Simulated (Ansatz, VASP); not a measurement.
## Two plane-wave programs on Pt

```xyz
2
Lattice="2.9738 0.0000 0.0000 -1.4869 2.5754 0.0000 0.0000 0.0000 4.1297" Properties=species:S:1:pos:R:3 pbc="T T T"
Pt    1.4869    0.8585    3.0973
Pt    0.0000    1.7169    1.0324
```

Alike in both runs: task single point; functional r2SCAN; k mesh 24 × 24 × 12; occupations gaussian, width 0.15 eV; no spin polarisation.

```csv
,VASP,Ansatz
version,VASP 6.6.1,Ansatz 0.2.0
potentials or method,"VASP PAW PBE potentials, release 64 (Pt), cutoff 520 eV","scalar-relativistic, plane waves, PAW"
valence electrons in the cell,20,36
```

|  | VASP | Ansatz | Ansatz less VASP |
| --- | --- | --- | --- |
| gap on the k mesh at the Fermi level (eV) | none | none | - |
| pressure (GPa) | 0.4 | -0.2 | -0.59 |
| traceless stress, the component that is largest in VASP (GPa) | 5.04 | 4.77 | -0.272 |

VASP's potentials were made for PBE, not for r2SCAN. A gap of «none» marks a metal or a gap that the smearing closes. VASP's potentials hold 20 valence electrons a cell and Ansatz's 36, so a difference there can come from the potentials and not from the codes.

Neither program's run includes spin-orbit coupling.
